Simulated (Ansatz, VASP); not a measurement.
**One calculation of W, two programs**

The input INCAR:

```
SYSTEM = W
PREC = Accurate ; ENCUT = 520
EDIFF = 1E-6 ; ISMEAR = 0
SIGMA = 0.15 ; LREAL = .FALSE.
LASPH = .TRUE. ; NELM = 100
ALGO = Normal ; ISIF = 2
LWAVE = .FALSE. ; LCHARG = .FALSE.
GGA = PS ; NBANDS = 13
```

KPOINTS

```
Automatic mesh
0
G
  20 20 20
  0 0 0
```

The input POSCAR:

```
W
1.0
    0.0000000000      1.9488000000      1.9488000000
    1.9488000000      0.0000000000      1.9488000000
    1.9488000000      1.9488000000      0.0000000000
W
1
Direct
    0.0000000000      0.0000000000      0.0000000000
```

Input for Ansatz:

```yaml
crystal:
  lattice:
    - [0.0, 1.9488, 1.9488]
    - [1.9488, 0.0, 1.9488]
    - [1.9488, 1.9488, 0.0]
  atoms:
    - { symbol: W, position: [0.0, 0.0, 0.0] }
basis:
  ecutwfc: 420
kpoints:
  mp_grid: { grid: [20, 20, 20] }
hamiltonian:
  xc: pbesol
scf:
  occupations: { method: gaussian, width: 0.15 }
output:
  forces: true
  stress: true
  eigenvalues: true
```

Change from the starting cell: strain -0.040 along x and y, -0.040 along z, atoms carried along.

Alike in both runs: task single point; functional PBEsol; k mesh 20 × 20 × 20; occupations gaussian, width 0.15 eV; no spin polarisation.

```csv
,VASP,Ansatz
version,VASP 6.6.1,Ansatz 0.2.0
potentials or method,"VASP PAW PBE potentials, release 64 (W_sv), cutoff 520 eV","scalar-relativistic, plane waves, PAW"
valence electrons in the cell,14,14
```

```csv
,VASP,Ansatz,Ansatz less VASP
gap on the k mesh at the Fermi level (eV),none,none,-
pressure (GPa),27.5,26.4,-1.17
```

VASP's potentials were made for PBE, not for PBEsol. A gap of «none» marks a metal or a gap that the smearing closes.

Spin-orbit coupling is off throughout.
